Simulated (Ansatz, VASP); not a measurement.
# One calculation of ZrB6, two programs

The input INCAR:

```
  PREC = Accurate
  ENCUT = 500
  EDIFF = 1E-7
  ISMEAR = 0
  SIGMA = 0.1
  LREAL = False
  LASPH = True
  NELM = 120
  ALGO = Normal
  ISIF = 3
  LWAVE = False
  LCHARG = False
  GGA = PE
  IBRION = 2
  NSW = 90
  EDIFFG = -0.04
  GGA_COMPAT = False
  NELMIN = 4
```

File KPOINTS:

```
Automatic mesh
0
Gamma
  6 6 4
```

Contents of POSCAR:

```
ZrB6
1.0
    3.4258641700      0.0000000000      0.0000000000
   -1.7129320900      2.9668854000      0.0000000000
    0.0000000000      0.0000000000      3.8840052800
Zr B
1 6
Direct
    0.0000000000      0.0000000000      0.0000000000
    0.1696972600      0.3393945200      0.0000000000
    0.6606054800      0.8303027400      0.0000000000
    0.1696972600      0.8303027400      0.0000000000
    0.8303027400      0.6606054800      0.0000000000
    0.3393945200      0.1696972600      0.0000000000
    0.8303027400      0.1696972600      0.0000000000
```

Input for Ansatz:

```yaml
crystal:
  lattice:
    - [3.42586417, 0.0, 0.0]
    - [-1.71293209, 2.9668854, 0.0]
    - [0.0, 0.0, 3.88400528]
  atoms:
    - { symbol: Zr, position: [0.0, 0.0, 0.0] }
    - { symbol: B, position: [0.16969726, 0.33939452, 0.0] }
    - { symbol: B, position: [0.66060548, 0.83030274, 0.0] }
    - { symbol: B, position: [0.16969726, 0.83030274, 0.0] }
    - { symbol: B, position: [0.83030274, 0.66060548, 0.0] }
    - { symbol: B, position: [0.33939452, 0.16969726, 0.0] }
    - { symbol: B, position: [0.83030274, 0.16969726, 0.0] }
basis:
  ecutwfc: 420
kpoints:
  mp_grid: { grid: [6, 6, 4] }
hamiltonian:
  xc: pbe
scf:
  occupations: { method: gaussian, width: 0.1 }
  lower_state_search: "off"
output:
  forces: true
  stress: true
  eigenvalues: true
relax:
  adjacent_minimum: "off"
  f_tol: 0.04
  max_steps: 70
  cell: { stress_tol: 0.4 }
```

Alike in both runs: task relaxation of cell and atoms; functional PBE; k mesh 6 × 6 × 4; occupations gaussian, width 0.1 eV; no spin polarisation.

```csv
,VASP,Ansatz
version,VASP 6.6.1,Ansatz 0.2.0
potentials or method,"VASP PAW PBE potentials, release 64 (Zr_sv, B), cutoff 500 eV","scalar-relativistic, plane waves, PAW"
valence electrons in the cell,30,30
```

```tsv
	VASP	Ansatz	Ansatz less VASP
gap on the k mesh at the Fermi level, each at its own relaxed structure (eV)	none	none	-
relaxed volume (Å³/atom)	11.44	11.84	+0.400
relaxed cell length with the largest relative difference (Å)	5.437	5.519	+0.0811
```

A gap of «none» marks a metal or a gap that the smearing closes.

The k mesh is coarse, so the values compare programs but aren't converged. Noted on VASP's run: the volume moved by over 15 % at a fixed basis, so the end points are rough.
